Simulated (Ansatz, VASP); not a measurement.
Two plane-wave programs on Hg

INCAR

```
SYSTEM = Hg
ALGO = Normal
EDIFF = 1E-6
ENCUT = 520
GGA = PE
ISIF = 2
ISMEAR = 1
LASPH = .True.
LCHARG = .True.
LELF = .True.
LREAL = .False.
LVHAR = .True.
LWAVE = .False.
NBANDS = 12
NELM = 100
PREC = Accurate
SIGMA = 0.3
```

Contents of KPOINTS:

```
k-points
0
Gamma
  10 10 10
  0 0 0
```

The input POSCAR:

```
Hg
1.0
    2.0783995336      1.1999645302      1.9747385792
   -2.0783995336      1.1999645302      1.9747385792
    0.0000000000     -2.3999290604      1.9747385791
Hg
1
Direct
    0.0000000000      1.0000000000      0.0000000000
```

Input for Ansatz:

```yaml
crystal:
  lattice:
    - [2.0783995336, 1.1999645302, 1.9747385792]
    - [-2.0783995336, 1.1999645302, 1.9747385792]
    - [0.0, -2.3999290604, 1.9747385791]
  atoms:
    - { symbol: Hg, position: [0.0, 1.0, 0.0] }
hamiltonian:
  xc: pbe
  pseudopotentials:
    kind: paw
    azcp:
      Hg: "pseudopotentials/Hg.paw.azcp"
basis:
  ecutwfc: 420
  fft_grid_basis: typed
kpoints:
  mp_grid: { grid: [10, 10, 10], shift: [0, 0, 0] }
magnetization:
  spin_polarized: false
scf:
  occupations: { method: methfessel_paxton, width: 0.3 }
  lower_state_search: "off"
output:
  stress: true
  write_density: true
  write_potential: true
  elf: true
  volumetric_format: npy
```

Alike in both runs: task single point; functional PBE; k mesh 10 × 10 × 10; occupations methfessel-paxton of order 1, width 0.3 eV; no spin polarisation.

```csv
,VASP,Ansatz
version,VASP 6.6.1,Ansatz 0.2.0
potentials or method,"VASP PAW PBE potentials, release 64 (Hg), cutoff 520 eV","plane waves (420 eV) with PAW, scalar-relativistic"
valence electrons in the cell,12,20
```

|  | VASP | Ansatz | Ansatz less VASP |
| --- | --- | --- | --- |
| pressure (GPa) | 0.1 | -0.1 | -0.17 |
| traceless stress, the component that is largest in VASP (GPa) | -0.16 | -0.20 | -0.038 |

VASP's potentials hold 12 valence electrons a cell and Ansatz's 20, so a difference there can come from the potentials and not from the codes.

Neither program's run includes spin-orbit coupling.
